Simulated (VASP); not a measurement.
**Ge: single point with r2SCAN**

Ge:

```xyz
1
Lattice="1.3971 -2.6005 -0.0325 1.3971 2.6005 0.0325 0.0000 0.0337 2.6982" Properties=species:S:1:pos:R:3 pbc="T T T"
Ge    1.3971    0.0000    0.0000
```

This cell differs from its parent crystal: strain +0.0250 x Voigt [0, 0, 0, 1, 0, 0].

```yaml
Program: VASP 6.6.1
Task: single point
Functional: r2SCAN
Potentials_or_basis: VASP PAW PBE potentials, release 64 (Ge_d)
Cutoff: 550 eV
k_mesh: 20 × 20 × 18
Occupations: gaussian, width 0.15 eV
Spin: no spin polarisation
```

```yaml
Pressure: -3.3 GPa
Band_gap_on_the_k_mesh: zero (bands 7 and 8 overlap by 10.12 eV)
```

Stress tensor (GPa, compression positive):
```
-2.51  0.00  0.00
 0.00 -3.64 -1.02
 0.00 -1.02 -3.60
```

Levels at points of the mesh, in eV from the Fermi level:
```csv
k point,band 5,band 6,band 7,band 8,band 9,band 10
"(0.00, 0.00, 0.00)",-25.26,-13.52,6.96,7.51,9.08,10.56
"(0.50, 0.00, 0.00)",-25.29,-8.15,-5.59,3.60,7.92,11.07
"(0.50, 0.50, 0.00)",-25.27,-9.07,-5.80,5.47,9.61,10.33
"(0.00, 0.00, 0.50)",-25.30,-9.57,-5.94,10.51,12.13,16.61
"(0.50, 0.00, 0.50)",-25.19,-3.68,-2.51,-1.78,4.10,6.61
"(0.50, 0.50, 0.50)",-25.21,-4.73,-2.79,-2.32,3.74,8.53
```

Wall time 5.8 min on 1 thread of Intel(R) Xeon(R) 6975P-C (Granite Rapids), on a shared host, peak memory 0.55 GiB.

Caveat: the cell differs from its parent crystal (strain +0.0250 x Voigt [0, 0, 0, 1, 0, 0]); the cell stands under tension; the PAW data sets were made with another functional, which shifts forces and pressure a little.
